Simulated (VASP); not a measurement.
Wanted: the native input for a VASP 6.6.1 run.

```yaml
Task: single point
Functional: r2SCAN
Potentials_or_basis: VASP PAW PBE potentials, release 64 (Eu, S)
Cutoff: 800 eV
k_mesh: 8 × 8 × 8
Occupations: methfessel-paxton, width 0.1 eV
Spin: collinear spin, ferromagnetic start
Starting_moments: "[7.0, 0.0] μB"
Dipole_correction: no
Further_INCAR_settings: ALGO = Normal; EDIFF = 1e-06; NBANDS = 22
```

Crystal: EuS.

```
Eu S
1.0
     0.00000    2.90209    2.90209
     2.90209    0.00000    2.90209
     2.90209    2.90209    0.00000
Eu S
1 1
Direct
  0.00000 0.00000 0.00000
  0.50000 0.50000 0.50000
```

The input as run:

POSCAR

```
EuS
1.0
    0.0000000000      2.9020942676      2.9020942676
    2.9020942676      0.0000000000      2.9020942676
    2.9020942676      2.9020942676      0.0000000000
Eu S
1 1
Direct
    0.0000000000      0.0000000000      0.0000000000
    0.5000000000      0.5000000000      0.5000000000
```

INCAR.step1

```
SYSTEM = EuS
ALGO     = Normal         ! electronic algorithm
EDIFF    = 1E-5           ! SCF threshold, eV
ENCUT    = 800            ! plane-wave cutoff, eV
GGA      = PE             ! functional
GGA_COMPAT= .FALSE.      
ISMEAR   = 1              ! smearing method
ISPIN    = 2              ! spin polarisation
LASPH    = .TRUE.         ! aspherical terms in the spheres
LCHARG   = .FALSE.        ! write CHGCAR
LMAXMIX  = 6              ! l up to which the mixer works
LREAL    = .FALSE.        ! projectors in reciprocal space
LWAVE    = .TRUE.         ! write WAVECAR
MAGMOM   = 7 0            ! initial moments
NBANDS   = 22             ! bands
NELM     = 200            ! most SCF steps
PREC     = Accurate       ! precision mode
SIGMA    = 0.1            ! smearing width, eV
```

INCAR.step2

```
SYSTEM = EuS
ALGO     = Normal         ! electronic algorithm
EDIFF    = 1E-6           ! SCF threshold, eV
ENCUT    = 800            ! plane-wave cutoff, eV
GGA_COMPAT= .FALSE.      
ISIF     = 2              ! what is computed and relaxed
ISMEAR   = 1              ! smearing method
ISPIN    = 2              ! spin polarisation
ISTART   = 1            
LASPH    = .TRUE.         ! aspherical terms in the spheres
LCHARG   = .FALSE.        ! write CHGCAR
LMAXMIX  = 6              ! l up to which the mixer works
LMIXTAU  = .TRUE.       
LORBIT   = 11             ! projections on sites
LREAL    = .FALSE.        ! projectors in reciprocal space
LWAVE    = .FALSE.        ! write WAVECAR
MAGMOM   = 7 0            ! initial moments
METAGGA  = R2SCAN         ! meta-GGA
NBANDS   = 22             ! bands
NELM     = 200            ! most SCF steps
PREC     = Accurate       ! precision mode
SIGMA    = 0.1            ! smearing width, eV
```

KPOINTS

```
k-points
0
G
  8 8 8
  0 0 0
```

Potentials or basis: VASP PAW PBE potentials, release 64 (Eu, S).

Command:

```bash
$ cat potpaw_PBE.64/Eu/POTCAR potpaw_PBE.64/S/POTCAR > POTCAR
$ cp INCAR.step1 INCAR
$ mpirun -np 1 vasp_std > vasp.out
$ cp INCAR.step2 INCAR
$ mpirun -np 1 vasp_std > vasp.out
```

Results of the run:

The pressure is 1.6 GPa and the band gap on the k mesh is zero (filled and empty bands overlap). The net moment is 6.98 μB per cell, the site moments are Eu +6.51; S -0.09 μB and the valence electrons inside the program's atomic spheres are Eu 14.83; S 3.80.

Caveat: the PAW data sets were made with another functional, which shifts forces and pressure a little; spin-orbit coupling is left out, which moves the levels of the heavy elements; a cell with one magnetic atom can't hold antiferromagnetic order, which such compounds often take; semilocal functionals describe open f shells poorly, which spoils levels, moments and volumes.

Wall time 4.8 min on 1 thread of Intel(R) Xeon(R) 6975P-C (Granite Rapids), on a shared host, peak memory 0.39 GiB.
